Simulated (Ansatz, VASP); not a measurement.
**SrO in VASP and in Ansatz**

The input INCAR:

```
SYSTEM = SrO
  PREC = Accurate
  ENCUT = 600
  EDIFF = 1E-6
  ISMEAR = 0
  SIGMA = 0.01
  LREAL = .FALSE.
  LASPH = .TRUE.
  NELM = 120
  ALGO = Normal
  ISIF = 2
  LWAVE = .FALSE.
  LCHARG = .FALSE.
  GGA = PE
  NBANDS = 15
  GGA_COMPAT = .FALSE.
```

The input KPOINTS:

```
regular mesh
0
G
  3 3 3
  0 0 0
```

The input POSCAR:

```
SrO
1.0
    0.0000000000      2.5663000000      2.5663000000
    2.5663000000      0.0000000000      2.5663000000
    2.5663000000      2.5663000000      0.0000000000
Sr O
1 1
Direct
    0.5000000000      0.5000000000      0.5000000000
    0.0000000000      0.0000000000      0.0000000000
```

Input for Ansatz:

```yaml
crystal:
  lattice:
    - [0.0, 2.5663, 2.5663]
    - [2.5663, 0.0, 2.5663]
    - [2.5663, 2.5663, 0.0]
  atoms:
    - { symbol: Sr, position: [0.5, 0.5, 0.5] }
    - { symbol: O, position: [0.0, 0.0, 0.0] }
kpoints:
  mp_grid:
    grid: [3, 3, 3]
hamiltonian:
  xc: pbe
  pseudopotentials:
    kind: nc
scf:
  convergence:
    dr2_threshold: 1.0e-08
  occupations:
    method: fixed
output:
  rpa_energy:
    n_empty_bands: 80
    ecut_chi_ladder: [80.0, 100.0, 120.0, 140.0]
    long_wavelength: neglected
```

Alike in both runs: task single point; functional PBE; k mesh 3 × 3 × 3; no spin polarisation.

```csv
,VASP,Ansatz
version,VASP 6.6.1,Ansatz 0.2.0
potentials or method,"VASP PAW PBE potentials, release 64 (Sr_sv, O)","plane waves, norm-conserving potentials"
plane-wave cutoff (eV),600,1240
occupations,"gaussian, width 0.01 eV",fixed
valence electrons in the cell,16,16
```

```csv
,VASP,Ansatz,Ansatz less VASP
gap on the k mesh at the Fermi level (eV),3.74,3.79,+0.045
```

The k mesh is coarse, so the values compare programs but aren't converged.
